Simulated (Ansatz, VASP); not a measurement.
One calculation of BaTiO3, two programs

```xyz
5
Lattice="4.0082 0.0000 0.0000 0.0000 2.8733 2.8859 0.0000 -2.8733 2.8859" Properties=species:S:1:pos:R:3 pbc="T T T"
Ba    0.0000    0.0000    0.0466
Ti    2.0041    0.0000    2.9997
O     0.0000    0.0000    3.2876
O     2.0041   -1.4056    4.2619
O     2.0041    1.4056    4.2619
```

Alike in both runs: task single point; functional PBE; k mesh 6 × 6 × 6; occupations gaussian, width 0.05 eV; no spin polarisation; Hubbard terms Ti d U = 4.0 eV.

```csv
,VASP,Ansatz
version,VASP 6.6.1,Ansatz 0.2.0
potentials or method,"VASP PAW PBE potentials, release 64 (Ba_sv, Ti_sv, O), cutoff 520 eV","scalar-relativistic, plane waves, PAW"
valence electrons in the cell,40,40
```

```tsv
	VASP	Ansatz	Ansatz less VASP
gap on the k mesh at the Fermi level (eV)	2.25	2.28	+0.027
least direct gap on the mesh (eV)	2.57	2.57	-0.003
pressure (GPa)	4.9	1.3	-3.54
traceless stress, the component that is largest in VASP (GPa)	0.82	1.30	+0.481
rms of the force components (eV/Å)	0.894	0.774	-0.1200
```

The programs project onto different local orbitals, so the same U acts differently, and such runs can settle in different states. Atom by atom the forces differ by 0.242 eV/Å (rms over components).

Spin-orbit coupling is off throughout.
